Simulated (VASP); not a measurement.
# ZrN in VASP: a series of runs

Runs on ZrN. Level: PBE. Tasks: single point, relaxation of the atoms.

All numbers are computed with VASP 6.6.1; they aren't measurements. Logs are shortened: lines on timing, memory, paths and dates and some standing lists are left out, and cuts for length are marked.

## 1. The cell of the first run

The cell holds a slab with vacuum, 6 atoms: a = 3.249 Å, b = 3.249 Å, c = 20.595 Å, α = 90.00°, β = 90.00°, γ = 90.00°.

## 2. Single point, PBE

INCAR reads:

```
PREC = Accurate
ENCUT = 520
EDIFF = 1E-6
ISMEAR = -1
SIGMA = 0.05
LREAL = False
LASPH = True
NELM = 120
ALGO = Normal
ISIF = 2
LWAVE = False
LCHARG = True
GGA = PE
LELF = True
LVHAR = True
NBANDS = 34
GGA_COMPAT = False
NELMDL = -8
```

KPOINTS reads:

```
regular mesh
0
Gamma
  10 10 1
```

POSCAR reads:

```
ZrN
1.0
    3.2489502559      0.0000000000      0.0000000000
    0.0000000000      3.2489502559      0.0000000000
    0.0000000000      0.0000000000     20.5947000000
Zr N
3 3
Direct
    0.2500000000      0.2500000000      0.3949687699
    0.7500000000      0.7500000000      0.5000000065
    0.2500000000      0.2500000000      0.6050312169
    0.7500000000      0.7500000000      0.3845318263
    0.2500000000      0.2500000000      0.4999999971
    0.7500000000      0.7500000000      0.6154681833
```

Potentials or basis: VASP PAW PBE potentials, release 64 (Zr_sv, N).

Command:

```sh
$ cat potpaw_PBE.64/Zr_sv/POTCAR potpaw_PBE.64/N/POTCAR > POTCAR
$ mpirun -np 1 vasp_std > vasp.out
```

OUTCAR:

```text
PREC = Accurate
   ENCUT = 520
   EDIFF = 1E-6
   ISMEAR = -1
   LREAL = False
   LASPH = True
   NELM = 120
   ISIF = 2
   GGA = PE
   NELMDL = -8

 ion  position               nearest neighbor table
   1  0.250  0.250  0.395-   5 2.16   4 2.31   4 2.31   4 2.31   4 2.31   2 3.16   2 3.16   2 3.16
                             2 3.16
   2  0.750  0.750  0.500-   5 2.30   5 2.30   5 2.30   5 2.30   6 2.38   4 2.38   3 3.16   3 3.16
                             3 3.16   3 3.16   1 3.16   1 3.16   1 3.16   1 3.16
   3  0.250  0.250  0.605-   5 2.16   6 2.31   6 2.31   6 2.31   6 2.31   2 3.16   2 3.16   2 3.16
                             2 3.16
   4  0.750  0.750  0.385-   1 2.31   1 2.31   1 2.31   1 2.31   2 2.38
   5  0.250  0.250  0.500-   3 2.16   1 2.16   2 2.30   2 2.30   2 2.30   2 2.30
   6  0.750  0.750  0.615-   3 2.31   3 2.31   3 2.31   3 2.31   2 2.38

  LATTYP: Found a simple tetragonal cell.
 ALAT       =     3.2489502559
 C/A-ratio  =     6.3388782154

  Lattice vectors:

 A1 = (   3.2489502559,   0.0000000000,   0.0000000000)
 A2 = (   0.0000000000,   3.2489502559,   0.0000000000)
 A3 = (   0.0000000000,   0.0000000000,  20.5947000000)

Analysis of symmetry for initial positions (statically):
=====================================================================
 Subroutine PRICEL returns:
 Original cell was already a primitive cell.

 Routine SETGRP: Setting up the symmetry group for a
 simple tetragonal supercell.

 Subroutine GETGRP returns: Found 16 space group operations
 (whereof  4 operations were pure point group operations)
 out of a pool of 16 trial point group operations.

The static configuration has the point symmetry C_2v.
 The point group associated with its full space group is D_4h.

Analysis of symmetry for dynamics (positions and initial velocities):
=====================================================================
 Subroutine PRICEL returns:
 Original cell was already a primitive cell.

 Routine SETGRP: Setting up the symmetry group for a
 simple tetragonal supercell.

 Subroutine GETGRP returns: Found 16 space group operations
 (whereof  4 operations were pure point group operations)
 out of a pool of 16 trial point group operations.

The dynamic configuration has the point symmetry C_2v.
 The point group associated with its full space group is D_4h.

 Subroutine INISYM returns: Found 16 space group operations
 (whereof  4 operations are pure point group operations),
 and found     1 'primitive' translations

----------------------------------------------------------------------------------------
[... 101 lines left out ...]
   IBRION =     -1    ionic relax: 0-MD 1-quasi-New 2-CG
   NFREE  =      0    steps in history (QN), initial steepest desc. (CG)
   ISIF   =      2    stress and relaxation
   ISYM   =      2    0-nonsym 1-usesym 2-fastsym
   POTIM  = 0.5000    time-step for ionic-motion
   TEBEG  =    0.0;   TEEND  =   0.0 temperature during run
   PSTRESS=    0.0 pullay stress
   NELECT =      51.0000    total number of electrons
   NUPDOWN=      -1.0000    fix difference up-down
   EMIN   =  10.00;   EMAX   =-10.00  energy-range for DOS
   EFERMI =   0.00;   METHOD = LEGACY
   ISMEAR =    -1;   SIGMA  =   0.05  broadening in eV -4-tet -1-fermi 0-gaus
   EFERMI_NEDOS =   21; number of points for ismear=-14 and -15
   IALGO  =     38    algorithm
   IMIX   =      4    mixing-type and parameters
     AMIX     =   0.40;   BMIX     =  1.00
     AMIX_MAG =   1.60;   BMIX_MAG =  1.00
  volume/ion in A,a.u.               =      36.23       244.50
  Fermi-wavevector in a.u.,A,eV,Ry     =   1.009681  1.908021 13.870548  1.019457
  Thomas-Fermi vector in A             =   2.142625
   LORBIT       =      0    0 simple, 1 ext, 2 COOP (PROOUT), +10 PAW based schemes
   GGA     = PE    functional components
   LHFCALC =     F    Hartree Fock is set to
   AEXX    =    0.0000 exact exchange contribution
   IVDW    =     0    specifies the selected vdW correction
   LEPSILON=     F    determine dielectric tensor
   LRPA    =     F    only Hartree local field effects (RPA)
 non-spin polarized calculation
  energy-cutoff  :      520.00
  volume of cell :      217.39
 maximum number of plane-waves:      5912
   NGX = 13   NGY = 13   NGZ = 77

 number of electron      51.0000001 magnetization

 Free energy of the ion-electron system (eV)
  ---------------------------------------------------
  ext. energy  EPLUGINS =         0.00000000
  ---------------------------------------------------
  free energy    TOTEN  =       -59.31563893 eV

  energy without entropy =      -59.29773647  energy(sigma->0) =      -59.30668770

 E-fermi :   2.5221     XC(G=0):  -4.9939

 val. band max:        2.5087256740   @ k =   0.2000   0.2000   0.0000
 cond. band min:       2.5315310721   @ k =   0.1000   0.0000   0.0000
 fundamental gap:      0.0228053980
 Fermi energy:         2.5221285552

 k-point     1 :       0.0000    0.0000    0.0000
  band No.  band energies     occupation
      1     -47.2649      2.00000
      2     -47.2440      2.00000
      3     -46.8620      2.00000
      4     -25.7219      2.00000
      5     -25.6019      2.00000
      6     -25.1307      2.00000
[... 766 lines left out ...]
     33       6.6066      0.00000
     34       6.9504      0.00000

------------------------ aborting loop because EDIFF is reached ----------------------------------------

  FORCE on cell =-STRESS in cart. coord.  units (eV):
  Direction    XX          YY          ZZ          XY          YZ          ZX
  --------------------------------------------------------------------------------------
  -------------------------------------------------------------------------------------
  Total       -4.6735800     -4.6735800      0.0729923     -0.0000000      0.0000000     -0.0000000
  in kB      -34.4444039    -34.4444039      0.5379555     -0.0000000      0.0000000     -0.0000000
  external PRESSURE =     -22.7836174 kB  Pullay stress =       0.0000000 kB

 VOLUME and BASIS-vectors are now :
 -----------------------------------------------------------------------------
  energy-cutoff  :      520.00
  volume of cell :      217.39
      direct lattice vectors                 reciprocal lattice vectors
     3.248950256  0.000000000  0.000000000     0.307791724  0.000000000  0.000000000
     0.000000000  3.248950256  0.000000000     0.000000000  0.307791724  0.000000000
     0.000000000  0.000000000 20.594700000     0.000000000  0.000000000  0.048556182

 POSITION                                       TOTAL-FORCE (eV/Angst)
 -----------------------------------------------------------------------------------
      0.81224      0.81224      8.13426         0.000000     -0.000000     -0.016275
      2.43671      2.43671     10.29735         0.000000      0.000000      0.000000
      0.81224      0.81224     12.46044        -0.000000     -0.000000      0.016275
      2.43671      2.43671      7.91932        -0.000000     -0.000000     -0.014507
      0.81224      0.81224     10.29735        -0.000000     -0.000000      0.000000
      2.43671      2.43671     12.67538        -0.000000      0.000000      0.014507
 -----------------------------------------------------------------------------------
    total drift:                                0.000000      0.000000      0.000196

  FREE ENERGIE OF THE ION-ELECTRON SYSTEM (eV)
  ---------------------------------------------------
  free  energy   TOTEN  =       -59.3156389344 eV

  energy  without entropy=      -59.2977364744  energy(sigma->0) =      -59.30668770
```

OSZICAR:

```text
N       E                     dE             d eps       ncg     rms          rms(c)
DAV:   1     0.528244889121E+03    0.52824E+03   -0.25768E+04  1604   0.131E+03
DAV:   2    -0.174173753772E+02   -0.54566E+03   -0.53198E+03  1864   0.389E+02
DAV:   3    -0.672789524233E+02   -0.49862E+02   -0.49361E+02  2092   0.103E+02
[... 18 lines left out ...]
DAV:  22    -0.593155256969E+02   -0.12913E-03   -0.23174E-05  1444   0.956E-03    0.295E-03
DAV:  23    -0.593156004169E+02   -0.74720E-04   -0.14072E-05  1456   0.664E-03    0.193E-03
DAV:  24    -0.593156273339E+02   -0.26917E-04   -0.37184E-06  1416   0.309E-03    0.584E-04
DAV:  25    -0.593156382697E+02   -0.10936E-04   -0.21060E-06  1250   0.161E-03    0.165E-04
DAV:  26    -0.593156389344E+02   -0.66475E-06   -0.92737E-08  1296   0.627E-04
   1 F= -.59315639E+02 E0= -.59306688E+02  d E =-.179025E-01
```

stdout:

```text
POSCAR found type information on POSCAR ZrN
 POSCAR found :  2 types and       6 ions
 scaLAPACK will be used
 LDA part: xc-table for (Slater+PW92), standard interpolation
 POSCAR, INCAR and KPOINTS ok, starting setup
 FFT: planning ... GRIDC
 FFT: planning ... GRID_SOFT
 FFT: planning ... GRID
 WAVECAR not read
 entering main loop
```

It took 3.4 min on 1 thread of Intel Xeon Platinum 8259CL at 2.50GHz (Skylake/Cascade Lake), shared host; peak memory 0.35 GiB.

What came out:

```
Free energy            : -59.3156 eV
Largest force          : 0.016 eV/Å
Band gap on the k mesh : zero (an odd number of electrons rules out a gap without spin polarisation)
```

Forces in eV/Å, atoms in the order of the input:
```
Zr   0.000  0.000 -0.016
Zr   0.000  0.000  0.000
Zr   0.000  0.000  0.016
N    0.000  0.000 -0.015
N    0.000  0.000  0.000
N    0.000  0.000  0.015
```

## 3. Relaxation of the atoms, PBE

INCAR reads:

```
PREC     = Accurate       # precision mode
ENCUT    = 520            # plane-wave cutoff, eV
EDIFF    = 1E-7           # SCF threshold, eV
ISMEAR   = -1             # smearing method
SIGMA    = 0.05           # smearing width, eV
LREAL    = F              # projectors in reciprocal space
LASPH    = T              # aspherical terms in the spheres
NELM     = 120            # most SCF steps
ALGO     = Normal         # electronic algorithm
ISIF     = 2              # what is computed and relaxed
LWAVE    = F              # write WAVECAR
LCHARG   = F              # write CHGCAR
LDIPOL   = T            
IDIPOL   = 3            
DIPOL    = 0.5 0.5 0.500
GGA      = PE             # functional
IBRION   = 2              # ionic algorithm
NSW      = 60             # ionic steps
EDIFFG   = -0.01          # ionic threshold
GGA_COMPAT= F            
NELMIN   = 4            
NELMDL   = -8           
KPAR     = 4
```

KPOINTS is that of step 2.

POSCAR reads:

```
ZrN
1.0
    3.2489502559      0.0000000000      0.0000000000
    0.0000000000      3.2489502559      0.0000000000
    0.0000000000      0.0000000000     20.5947000000
Zr N
3 3
Direct
    0.2500000000      0.2500000000      0.3884492244
    0.7500000000      0.7500000000      0.5000000000
    0.2500000000      0.2500000000      0.6115507756
    0.7500000000      0.7500000000      0.3884492244
    0.2500000000      0.2500000000      0.5000000000
    0.7500000000      0.7500000000      0.6115507756
```

Potentials or basis: VASP PAW PBE potentials, release 64 (Zr_sv, N).

Command:

```sh
$ cat potpaw_PBE.64/Zr_sv/POTCAR potpaw_PBE.64/N/POTCAR > POTCAR
$ mpirun -np 4 vasp_std > vasp.out
```

OUTCAR:

```text
PREC = Accurate
   ENCUT = 520
   EDIFF = 1E-7
   ISMEAR = -1
   LREAL = F
   LASPH = T
   NELM = 120
   ISIF = 2
   GGA = PE
   IBRION = 2
   NSW = 60
   EDIFFG = -0.01
   NELMIN = 4
   NELMDL = -8

 ion  position               nearest neighbor table
   1  0.250  0.250  0.388-   4 2.30   4 2.30   4 2.30   4 2.30   5 2.30   2 3.25   2 3.25   2 3.25
                             2 3.25
   2  0.750  0.750  0.500-   5 2.30   5 2.30   5 2.30   5 2.30   6 2.30   4 2.30   3 3.25   3 3.25
                             1 3.25   3 3.25   1 3.25   1 3.25   3 3.25   1 3.25
   3  0.250  0.250  0.612-   6 2.30   6 2.30   6 2.30   6 2.30   5 2.30   2 3.25   2 3.25   2 3.25
                             2 3.25
   4  0.750  0.750  0.388-   1 2.30   1 2.30   1 2.30   1 2.30   2 2.30
   5  0.250  0.250  0.500-   2 2.30   2 2.30   2 2.30   2 2.30   3 2.30   1 2.30
   6  0.750  0.750  0.612-   3 2.30   3 2.30   3 2.30   3 2.30   2 2.30
[... 486 lines left out ...]

 val. band max:        2.5085868227   @ k =   0.2000   0.2000   0.0000
 cond. band min:       2.5286996295   @ k =   0.1000   0.0000   0.0000
 fundamental gap:      0.0201128068
 Fermi energy:         2.5200684105

 k-point     1 :       0.0000    0.0000    0.0000
  band No.  band energies     occupation
      1     -47.2694      2.00000
      2     -47.2486      2.00000
      3     -46.8674      2.00000
      4     -25.7249      2.00000
      5     -25.6049      2.00000
      6     -25.1342      2.00000
[... 682 lines left out ...]
     29       4.8556      0.00000
     30       6.2429      0.00000

------------------------ aborting loop because EDIFF is reached ----------------------------------------

 vacuum level on the upper side and lower side of the slab       (xc-potential included)        -0.127        -0.127

  FORCE on cell =-STRESS in cart. coord.  units (eV):
  Direction    XX          YY          ZZ          XY          YZ          ZX
  --------------------------------------------------------------------------------------
  -------------------------------------------------------------------------------------
  Total       -4.7144969     -4.7144969     -0.0827897      0.0000000      0.0000000      0.0000000
  in kB      -34.7459623    -34.7459623     -0.6101625      0.0000000      0.0000000      0.0000000
  external PRESSURE =     -23.3673623 kB  Pullay stress =       0.0000000 kB
[... 21 lines left out ...]
  FREE ENERGIE OF THE ION-ELECTRON SYSTEM (eV)
  ---------------------------------------------------
  free  energy   TOTEN  =       -59.3157137175 eV

  energy  without entropy=      -59.2977331530  energy(sigma->0) =      -59.30672344

 reached required accuracy - stopping structural energy minimisation

 vacuum level on the upper side and lower side of the slab         4.637         4.637
```

OSZICAR:

```text
N       E                     dE             d eps       ncg     rms          rms(c)
DAV:   1     0.556861144181E+03    0.55686E+03   -0.25895E+04  1404   0.149E+03
DAV:   2    -0.122994183113E+02   -0.56916E+03   -0.55895E+03  1672   0.436E+02
DAV:   3    -0.676161166781E+02   -0.55317E+02   -0.54927E+02  1900   0.118E+02
[... 111 lines left out ...]
DAV:   8    -0.593157130554E+02   -0.16255E-06   -0.27949E-08   852   0.855E-04    0.159E-04
DAV:   9    -0.593157133285E+02   -0.27307E-06   -0.96060E-09   840   0.431E-04    0.807E-05
DAV:  10    -0.593157134878E+02   -0.15930E-06   -0.46933E-09   846   0.274E-04    0.338E-05
DAV:  11    -0.593157136551E+02   -0.16729E-06   -0.61605E-09   810   0.186E-04    0.391E-05
DAV:  12    -0.593157137175E+02   -0.62420E-07   -0.29187E-09   828   0.159E-04
   8 F= -.59315714E+02 E0= -.59306723E+02  d E =-.897496E-04
```

It took 8.8 min on 4 MPI ranks of AMD EPYC 7R43 (Zen 3), shared host; peak memory 0.36 GiB.

What came out:

* Free energy: -59.3157 eV
* Energy gained by relaxing: 51.8 meV/atom
* Ionic steps: 8
* Largest force after relaxing: 0.004 eV/Å
* Band gap on the k mesh: zero (an odd number of electrons rules out a gap without spin polarisation)

Forces in eV/Å, atoms in the order of the input:
```
Zr   0.000  0.000 -0.001
Zr   0.000  0.000  0.000
Zr   0.000  0.000  0.001
N    0.000  0.000  0.004
N    0.000  0.000  0.000
N    0.000  0.000 -0.004
```

Step by step:
| step | energy change (eV) | largest force (eV/Å) | pressure (GPa) |
| --- | --- | --- | --- |
| 1 | 0.0000 | 1.4070 | -3.57 |
| 2 | -0.2168 | 0.9141 | -2.98 |
| 3 | -0.3107 | 0.0386 | -2.25 |
| 4 | -0.3105 | 0.0652 | -2.22 |
| 5 | -0.3108 | 0.0260 | -2.29 |
| 6 | -0.3108 | 0.0250 | -2.29 |
| 7 | -0.3108 | 0.0132 | -2.31 |
| 8 | -0.3109 | 0.0045 | -2.34 |

Final structure:
```
Zr N
1.0
     3.24895    0.00000    0.00000
     0.00000    3.24895    0.00000
     0.00000    0.00000   20.59470
Zr N
3 3
Cartesian
  0.8122 0.8122 8.1325
  2.4367 2.4367 10.2973
  0.8122 0.8122 12.4622
  2.4367 2.4367 7.9162
  0.8122 0.8122 10.2973
  2.4367 2.4367 12.6785
```

(Continued in part 2 of 2.)
